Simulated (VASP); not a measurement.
Write the native input for VASP 6.6.1 that does the following.

| Quantity | Value |
| --- | --- |
| Task | single point |
| Functional | PBE |
| Potentials or basis | VASP PAW PBE potentials, release 64 (C, O) |
| Cutoff | 520 eV |
| k mesh | 4 × 4 × 4 |
| Occupations | gaussian, width 0.05 eV |
| Spin | no spin polarisation |
| Dipole correction | no |
| Further INCAR settings | ALGO = Normal; EDIFF = 1e-07; NBANDS = 44 |

The structure of CO2 lies in POSCAR:

```
CO2
1.0
    5.7639086738      0.0000000000      0.0000000000
    0.0000000000      5.7639086738      0.0000000000
    0.0000000000      0.0000000000      6.0486457623
C O
4 8
Direct
    0.0000000000      0.0000000000      0.0000000000
    0.5000000000      0.0000000000      0.5000000000
    0.5000000000      0.5000000000      0.0000000000
    0.0000000000      0.5000000000      0.5000000000
    0.1114834447      0.1114834447      0.1114834447
    0.3885165553      0.8885165553      0.6114834447
    0.6114834447      0.3885165553      0.8885165553
    0.8885165553      0.6114834447      0.3885165553
    0.8885165553      0.8885165553      0.8885165553
    0.6114834447      0.1114834447      0.3885165553
    0.3885165553      0.6114834447      0.1114834447
    0.1114834447      0.3885165553      0.6114834447
```

The input as run:

INCAR

```
  PREC = Accurate
  ENCUT = 520
  EDIFF = 1E-7
  ISMEAR = 0
  SIGMA = 0.05
  LREAL = False
  LASPH = True
  NELM = 60
  ALGO = Normal
  ISIF = 2
  LWAVE = False
  LCHARG = True
  GGA = PE
  LELF = True
  LVHAR = True
  NBANDS = 44
```

KPOINTS

```
regular mesh
0
Gamma
  4 4 4
```

Potentials or basis: VASP PAW PBE potentials, release 64 (C, O).

The run is started by

```sh
$ cat potpaw_PBE.64/C/POTCAR potpaw_PBE.64/O/POTCAR > POTCAR
$ mpirun -np 1 vasp_std > vasp.out
```

It gave:

| Quantity | Value |
| --- | --- |
| Pressure | 12.6 GPa |
| Largest force | 5.245 eV/Å |
| Band gap on the k mesh | 6.92 eV |

Caveat: the cell stands under pressure; this functional lacks dispersion, which holds the molecules together, so the pressure and a relaxed volume are unreliable; forces of over 1 eV/Å act on the atoms, so gaps and moduli don't describe the material at rest.

It took 3.4 min on 1 thread of AMD EPYC 9R45 96-Core Processor (Zen 5) (shared host), peak memory 0.37 GiB.
